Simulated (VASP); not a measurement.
# ZrRuN2 (P4/mmm) in VASP: single point with PBE

Aim: the single point of ZrRuN2 with PBE.

Program: VASP 6.6.1. These are calculated values, not measurements. Logs are shortened: lines on timing, memory, paths and dates and some standing lists are left out, and cuts for length are marked.

## Step 1: The cell of the first run

It takes space group P4/mmm (No. 123, tetragonal). Conventional cell: a = 2.785 Å, b = 2.785 Å, c = 5.433 Å, α = 90.00°, β = 90.00°, γ = 90.00°. Within 3.2 Å of Zr (site symmetry 4/mmm) lie 8 N at 2.42 Å and 2 Ru at 2.72 Å and 4 Zr at 2.79 Å. Within 3.1 Å of Ru (site symmetry 4/mmm) lie 8 N at 2.36 Å and 2 Zr at 2.72 Å and 4 Ru at 2.79 Å. Within 3.1 Å of N (site symmetry 4mm) lie 4 Ru at 2.36 Å and 4 Zr at 2.42 Å and 6 N at 2.61 to 2.82 Å.

## Step 2: Single point, PBE, collinear spin, ferromagnetic start

Input file INCAR:

```
SYSTEM = ZrRuN2
PREC = Accurate
ENCUT = 600
EDIFF = 1E-6
ISMEAR = 0
SIGMA = 0.1
LREAL = .FALSE.
LASPH = .TRUE.
NELM = 200
ALGO = Normal
ISIF = 2
LWAVE = .FALSE.
LCHARG = .TRUE.
ISPIN = 2
MAGMOM = 0 0.27 0 0
LORBIT = 11
LMAXMIX = 4
GGA = PE
LELF = .TRUE.
LVHAR = .TRUE.
NBANDS = 30
GGA_COMPAT = .FALSE.
```

Input file KPOINTS:

```
Automatic mesh
0
G
  16 16 8
  0 0 0
```

Input file POSCAR:

```
ZrRuN2
1.0
    2.7851076258      0.0000000000      0.0000000000
    0.0000000000      2.7851076258      0.0000000000
    0.0000000000      0.0000000000      5.4333493153
Zr Ru N
1 1 2
Direct
    0.0000000000      0.0000000000      0.5000000000
    0.0000000000      0.0000000000      0.0000000000
    0.5000000000      0.5000000000      0.7595331454
    0.5000000000      0.5000000000      0.2404668546
```

Potentials or basis: VASP PAW PBE potentials, release 64 (Zr_sv, Ru_pv, N).

Command:

```sh
$ cat potpaw_PBE.64/Zr_sv/POTCAR potpaw_PBE.64/Ru_pv/POTCAR potpaw_PBE.64/N/POTCAR > POTCAR
$ mpirun -np 1 vasp_std > vasp.out
```

OUTCAR:

```text
SYSTEM = ZrRuN2
   PREC = Accurate
   ENCUT = 600
   EDIFF = 1E-6
   ISMEAR = 0
   LREAL = .FALSE.
   LASPH = .TRUE.
   NELM = 200
   ISIF = 2
   ISPIN = 2
   LORBIT = 11
   GGA = PE

 ion  position               nearest neighbor table
   1  0.000  0.000  0.500-   3 2.42   4 2.42   3 2.42   4 2.42   3 2.42   4 2.42   3 2.42   4 2.42
                             2 2.72   2 2.72
   2  0.000  0.000  0.000-   3 2.36   4 2.36   3 2.36   4 2.36   3 2.36   4 2.36   3 2.36   4 2.36
                             1 2.72   1 2.72
   3  0.500  0.500  0.760-   2 2.36   2 2.36   2 2.36   2 2.36   1 2.42   1 2.42   1 2.42   1 2.42

   4  0.500  0.500  0.240-   2 2.36   2 2.36   2 2.36   2 2.36   1 2.42   1 2.42   1 2.42   1 2.42

  LATTYP: Found a simple tetragonal cell.
 ALAT       =     2.7851076258
 C/A-ratio  =     1.9508579363

  Lattice vectors:

 A1 = (   2.7851076258,   0.0000000000,   0.0000000000)
 A2 = (   0.0000000000,   2.7851076258,   0.0000000000)
 A3 = (   0.0000000000,   0.0000000000,   5.4333493153)

Analysis of symmetry for initial positions (statically):
=====================================================================
 Subroutine PRICEL returns:
 Original cell was already a primitive cell.

 Routine SETGRP: Setting up the symmetry group for a
 simple tetragonal supercell.

 Subroutine GETGRP returns: Found 16 space group operations
 (whereof 16 operations were pure point group operations)
 out of a pool of 16 trial point group operations.

The static configuration has the point symmetry D_4h.

Analysis of symmetry for dynamics (positions and initial velocities):
=====================================================================
 Subroutine PRICEL returns:
 Original cell was already a primitive cell.

 Routine SETGRP: Setting up the symmetry group for a
 simple tetragonal supercell.

 Subroutine GETGRP returns: Found 16 space group operations
 (whereof 16 operations were pure point group operations)
 out of a pool of 16 trial point group operations.

The dynamic configuration has the point symmetry D_4h.

Analysis of structural, dynamic, and magnetic symmetry:
=====================================================================
 Subroutine PRICEL returns:
 Original cell was already a primitive cell.

 Routine SETGRP: Setting up the symmetry group for a
 simple tetragonal supercell.

 Subroutine GETGRP returns: Found 16 space group operations
 (whereof 16 operations were pure point group operations)
 out of a pool of 16 trial point group operations.

The overall configuration has the point symmetry D_4h.

 Subroutine INISYM returns: Found 16 space group operations
 (whereof 16 operations are pure point group operations),
 and found     1 'primitive' translations

----------------------------------------------------------------------------------------

                                     Primitive cell

  volume of cell :      42.1455

  direct lattice vectors                    reciprocal lattice vectors
     2.785107626  0.000000000  0.000000000     0.359052552  0.000000000  0.000000000
     0.000000000  2.785107626  0.000000000     0.000000000  0.359052552  0.000000000
     0.000000000  0.000000000  5.433349315     0.000000000  0.000000000  0.184048538

  length of vectors
     2.785107626  2.785107626  5.433349315     0.359052552  0.359052552  0.184048538

  position of ions in fractional coordinates (direct lattice)
     0.000000000  0.000000000  0.500000000
     0.000000000  0.000000000  0.000000000
     0.500000000  0.500000000  0.759533145
     0.500000000  0.500000000  0.240466855

  ion indices of the primitive-cell ions
   primitive index   ion index
                 1           1
                 2           2
                 3           3
                 4           4

----------------------------------------------------------------------------------------

 KPOINTS: Automatic mesh

Automatic generation of k-mesh.
 Grid dimensions read from file:
 generate k-points for:   16   16    8

 Generating k-lattice:

  Cartesian coordinates                     Fractional coordinates (reciprocal lattice)
     0.022440784  0.000000000  0.000000000     0.062500000  0.000000000  0.000000000
     0.000000000  0.022440784  0.000000000     0.000000000  0.062500000  0.000000000
     0.000000000  0.000000000  0.023006067     0.000000000  0.000000000  0.125000000

  Length of vectors
     0.022440784  0.022440784  0.023006067

  Shift w.r.t. Gamma in fractional coordinates (k-lattice)
     0.000000000  0.000000000  0.000000000

 Subroutine IBZKPT returns following result:
 ===========================================

 Found    225 irreducible k-points:

 Following reciprocal coordinates:
            Coordinates               Weight
  0.000000  0.000000  0.000000      1.000000
  0.062500  0.000000  0.000000      4.000000
  0.125000  0.000000  0.000000      4.000000
  0.187500  0.000000  0.000000      4.000000
  0.250000  0.000000  0.000000      4.000000
  0.312500  0.000000  0.000000      4.000000
[... 16 lines left out ...]
  0.437500  0.125000  0.000000      8.000000
  0.500000  0.125000  0.000000      4.000000
 [... further k-points ...]
   k-points           NKPTS =    225   k-points in BZ     NKDIM =    225   number of bands    NBANDS=     30
   number of dos      NEDOS =    301   number of ions     NIONS =      4
   total plane-waves  NPLWV =  27648
   dimension x,y,z NGX =    24 NGY =   24 NGZ =   48
   dimension x,y,z NGXF=    48 NGYF=   48 NGZF=   96
   ions per type =               1   1   2
   NGX,Y,Z   is equivalent  to a cutoff of  14.33, 14.33, 14.69 a.u.
   NGXF,Y,Z  is equivalent  to a cutoff of  28.65, 28.65, 29.37 a.u.
 SYSTEM =  ZrRuN2
   PREC   = accura    normal or accurate (medium, high low for compatibility)
   ISTART =      0    job   : 0-new  1-cont  2-samecut
   ICHARG =      2    charge: 1-file 2-atom 10-const
   ISPIN  =      2    spin polarized calculation?
   LNONCOLLINEAR =      F non collinear calculations
   LSORBIT =      F    spin-orbit coupling
   LASPH  =      T    aspherical Exc in radial PAW
   ENCUT  =  600.0 eV  44.10 Ry    6.64 a.u.   5.56  5.56 10.85*2*pi/ulx,y,z
   NELM   =    200;   NELMIN=  2; NELMDL= -5     # of ELM steps
   EDIFF  = 0.1E-05   stopping-criterion for ELM
   LREAL  =      F    real-space projection
   EDIFFG = 0.1E-04   stopping-criterion for IOM
   NSW    =      0    number of steps for IOM
   IBRION =     -1    ionic relax: 0-MD 1-quasi-New 2-CG
   NFREE  =      0    steps in history (QN), initial steepest desc. (CG)
   ISIF   =      2    stress and relaxation
   ISYM   =      2    0-nonsym 1-usesym 2-fastsym
   POTIM  = 0.5000    time-step for ionic-motion
   TEBEG  =    0.0;   TEEND  =   0.0 temperature during run
   PSTRESS=    0.0 pullay stress
   NELECT =      36.0000    total number of electrons
   NUPDOWN=      -1.0000    fix difference up-down
   EMIN   =  10.00;   EMAX   =-10.00  energy-range for DOS
   EFERMI =   0.00;   METHOD = LEGACY
   ISMEAR =     0;   SIGMA  =   0.10  broadening in eV -4-tet -1-fermi 0-gaus
   EFERMI_NEDOS =   21; number of points for ismear=-14 and -15
   IALGO  =     38    algorithm
   IMIX   =      4    mixing-type and parameters
     AMIX     =   0.40;   BMIX     =  1.00
     AMIX_MAG =   1.60;   BMIX_MAG =  1.00
  volume/ion in A,a.u.               =      10.54        71.10
  Fermi-wavevector in a.u.,A,eV,Ry     =   1.553311  2.935332 32.827805  2.412776
  Thomas-Fermi vector in A             =   2.657560
   LORBIT       =     11    0 simple, 1 ext, 2 COOP (PROOUT), +10 PAW based schemes
   GGA     = PE    functional components
   LHFCALC =     F    Hartree Fock is set to
   AEXX    =    0.0000 exact exchange contribution
   IVDW    =     0    specifies the selected vdW correction
   LEPSILON=     F    determine dielectric tensor
   LRPA    =     F    only Hartree local field effects (RPA)
 spin polarized calculation
 Gauss-broadening in eV      SIGMA  =   0.10
  energy-cutoff  :      600.00
  volume of cell :       42.15
 maximum number of plane-waves:      1430
 NGX is ok and might be reduce to    24
   NGX = 11   NGY = 11   NGZ = 21

 number of electron      36.0000004 magnetization       0.0008162

 Free energy of the ion-electron system (eV)
  ---------------------------------------------------
  ext. energy  EPLUGINS =         0.00000000
  ---------------------------------------------------
  free energy    TOTEN  =       -33.31262645 eV

  energy without entropy =      -33.29207607  energy(sigma->0) =      -33.30235126

 E-fermi :  12.0792     XC(G=0): -13.4102

 val. band max:       12.0768769843   @ k =   0.1250   0.1250   0.3750
 cond. band min:      12.0821650551   @ k =   0.2500   0.0625   0.0000
 fundamental gap:      0.0052880708
 Fermi energy:        12.0791972381

 spin component 1

 k-point     1 :       0.0000    0.0000    0.0000
  band No.  band energies     occupation
      1     -37.0312      1.00000
      2     -31.4298      1.00000
      3     -31.2818      1.00000
      4     -31.2818      1.00000
      5     -15.3233      1.00000
      6     -14.2310      1.00000
[... 22 lines left out ...]
     29      22.6391      0.00000
     30      24.8397      0.00000

 k-point     2 :       0.0625    0.0000    0.0000
  band No.  band energies     occupation
      1     -37.0224      1.00000
      2     -31.4279      1.00000
      3     -31.2974      1.00000
      4     -31.2804      1.00000
      5     -15.3108      1.00000
      6     -14.3116      1.00000
[... 22 lines left out ...]
     29      22.8972      0.00000
     30      24.6136      0.00000

 k-point     3 :       0.1250    0.0000    0.0000
  band No.  band energies     occupation
      1     -36.9973      1.00000
      2     -31.4227      1.00000
      3     -31.3416      1.00000
      4     -31.2766      1.00000
      5     -15.2752      1.00000
      6     -14.5354      1.00000
[... 682 lines left out ...]
     29      23.6842      0.00000
     30      24.6774      0.00000

 k-point    24 :       0.5000    0.1250    0.0000
  band No.  band energies     occupation
      1     -36.7615      1.00000
      2     -31.6733      1.00000
      3     -31.3748      1.00000
      4     -31.3030      1.00000
      5     -16.0305      1.00000
      6     -14.9446      1.00000
[... 22 lines left out ...]
     29      23.6210      0.00000
     30      24.7895      0.00000

 [... further k-points ...]

 spin component 2

 k-point     1 :       0.0000    0.0000    0.0000
  band No.  band energies     occupation
      1     -37.0312      1.00000
      2     -31.4294      1.00000
      3     -31.2813      1.00000
      4     -31.2813      1.00000
      5     -15.3232      1.00000
      6     -14.2309      1.00000
[... 22 lines left out ...]
     29      22.6392      0.00000
     30      24.8398      0.00000

 k-point     2 :       0.0625    0.0000    0.0000
  band No.  band energies     occupation
      1     -37.0224      1.00000
      2     -31.4276      1.00000
      3     -31.2968      1.00000
      4     -31.2799      1.00000
      5     -15.3108      1.00000
      6     -14.3115      1.00000
[... 22 lines left out ...]
     29      22.8973      0.00000
     30      24.6137      0.00000

 k-point     3 :       0.1250    0.0000    0.0000
  band No.  band energies     occupation
      1     -36.9973      1.00000
      2     -31.4224      1.00000
      3     -31.3410      1.00000
      4     -31.2761      1.00000
      5     -15.2751      1.00000
      6     -14.5353      1.00000
[... 682 lines left out ...]
     29      23.6843      0.00000
     30      24.6775      0.00000

 k-point    24 :       0.5000    0.1250    0.0000
  band No.  band energies     occupation
      1     -36.7614      1.00000
      2     -31.6728      1.00000
      3     -31.3745      1.00000
      4     -31.3025      1.00000
      5     -16.0304      1.00000
      6     -14.9445      1.00000
[... 22 lines left out ...]
     29      23.6212      0.00000
     30      24.7896      0.00000

 [... further k-points ...]
[... 5 lines left out ...]
  --------------------------------------------------------------------------------------
  -------------------------------------------------------------------------------------
  Total        0.0109042      0.0109042      0.0073005      0.0000000      0.0000000      0.0000000
  in kB        0.4145266      0.4145266      0.2775293      0.0000000      0.0000000      0.0000000
  external PRESSURE =       0.3688608 kB  Pullay stress =       0.0000000 kB

 VOLUME and BASIS-vectors are now :
 -----------------------------------------------------------------------------
  energy-cutoff  :      600.00
  volume of cell :       42.15
      direct lattice vectors                 reciprocal lattice vectors
     2.785107626  0.000000000  0.000000000     0.359052552  0.000000000  0.000000000
     0.000000000  2.785107626  0.000000000     0.000000000  0.359052552  0.000000000
     0.000000000  0.000000000  5.433349315     0.000000000  0.000000000  0.184048538

 POSITION                                       TOTAL-FORCE (eV/Angst)
 -----------------------------------------------------------------------------------
      0.00000      0.00000      2.71667         0.000000     -0.000000     -0.000000
      0.00000      0.00000      0.00000         0.000000     -0.000000     -0.000000
      1.39255      1.39255      4.12681        -0.000000      0.000000      0.000899
      1.39255      1.39255      1.30654         0.000000     -0.000000     -0.000899
 -----------------------------------------------------------------------------------
    total drift:                                0.000000     -0.000000      0.000000

  FREE ENERGIE OF THE ION-ELECTRON SYSTEM (eV)
  ---------------------------------------------------
  free  energy   TOTEN  =       -33.3126264490 eV

  energy  without entropy=      -33.2920760708  energy(sigma->0) =      -33.30235126

 total charge

# of ion       s       p       d       tot
------------------------------------------
    1        2.183   6.005   1.850  10.038
    2        0.269   6.218   5.962  12.449
    3        1.260   2.325   0.000   3.585
    4        1.260   2.325   0.000   3.585
--------------------------------------------------
tot          4.973  16.872   7.812  29.657

 magnetization (x)

# of ion       s       p       d       tot
------------------------------------------
    1        0.000   0.000   0.000   0.000
    2        0.000   0.000   0.001   0.001
    3        0.000  -0.000   0.000   0.000
    4        0.000  -0.000   0.000   0.000
--------------------------------------------------
tot          0.000  -0.000   0.001   0.001
```

Wall time 17 min (1 thread of Intel Xeon 8259CL, shared host); peak memory 0.61 GiB.

Results:

| Item | Value |
| --- | --- |
| Free energy | -33.3126 eV |
| Pressure | 0.0 GPa |
| Band gap on the k mesh | zero (filled and empty bands overlap) |
| Net moment | 0.00 μB per cell |
| Valence electrons inside the program's atomic spheres | Zr 10.04; Ru 12.45; N 3.58 |

Levels at points of the mesh, in eV from the Fermi level:
Spin up:
```csv
k point,band 15,band 16,band 17,band 18,band 19,band 20,band 21,band 22
"(0.00, 0.00, 0.00)",-2.31,-1.76,-1.76,-1.41,-0.41,1.25,1.25,3.37
"(0.50, 0.00, 0.00)",-3.63,-1.96,-1.39,-1.09,-0.09,-0.05,1.22,4.53
"(0.50, 0.50, 0.00)",-3.28,-0.83,-0.11,-0.11,0.16,0.97,4.60,5.37
"(0.00, 0.00, 0.50)",-2.61,-2.61,-2.45,-1.57,-0.41,1.23,1.58,1.58
"(0.50, 0.00, 0.50)",-3.27,-2.38,-1.18,-0.91,0.44,0.61,1.39,3.55
"(0.50, 0.50, 0.50)",-4.59,-1.73,0.97,1.34,1.34,1.61,2.20,3.88
```
Spin down:
| k point | band 16 | band 17 | band 18 | band 19 | band 20 | band 21 |
| --- | --- | --- | --- | --- | --- | --- |
| (0.00, 0.00, 0.00) | -1.76 | -1.76 | -1.41 | -0.41 | 1.25 | 1.25 |
| (0.50, 0.00, 0.00) | -1.96 | -1.39 | -1.09 | -0.09 | -0.05 | 1.22 |
| (0.50, 0.50, 0.00) | -0.83 | -0.11 | -0.11 | 0.16 | 0.97 | 4.60 |
| (0.00, 0.00, 0.50) | -2.61 | -2.45 | -1.57 | -0.41 | 1.23 | 1.58 |
| (0.50, 0.00, 0.50) | -2.38 | -1.18 | -0.91 | 0.44 | 0.61 | 1.39 |
| (0.50, 0.50, 0.50) | -1.73 | 0.97 | 1.34 | 1.34 | 1.61 | 2.20 |
